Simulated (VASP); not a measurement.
A run of VASP 6.6.1 is set up as follows.

Contents of INCAR:

```
PREC     = Accurate       # precision mode
ENCUT    = 520            # plane-wave cutoff, eV
EDIFF    = 1E-7           # SCF threshold, eV
ISMEAR   = -1             # smearing method
SIGMA    = 0.1            # smearing width, eV
LREAL    = F              # projectors in reciprocal space
LASPH    = T              # aspherical terms in the spheres
NELM     = 60             # most SCF steps
ALGO     = Normal         # electronic algorithm
ISIF     = 2              # what is computed and relaxed
LWAVE    = F              # write WAVECAR
LCHARG   = F              # write CHGCAR
GGA      = PS             # functional
NBANDS   = 7              # bands
```

Contents of KPOINTS:

```
Automatic mesh
0
Gamma
  13 13 13
```

The input POSCAR:

```
Mg
1.0
    2.2090762199      0.0000000000      0.0000000000
    0.0000000000      2.2090762199      0.0000000000
    0.0000000000      0.0000000000      2.2090762199
Mg
1
Direct
    0.0000000000      0.0000000000      0.0000000000
```

Potentials or basis: VASP PAW PBE potentials, release 64 (Mg).

Launch:

```console
$ cat potpaw_PBE.64/Mg/POTCAR > POTCAR
$ mpirun -np 1 vasp_std > vasp.out
```

**Question.** Predict the band gap on the k mesh.

**Answer.** Zero (band 1 reaches 13.83 eV, above the bottom of band 2 at 6.35 eV).

**Question.** Predict the pressure.

**Answer.** 120.0 GPa.

Caveat: the PAW data sets were made with another functional, which shifts forces and pressure a little.
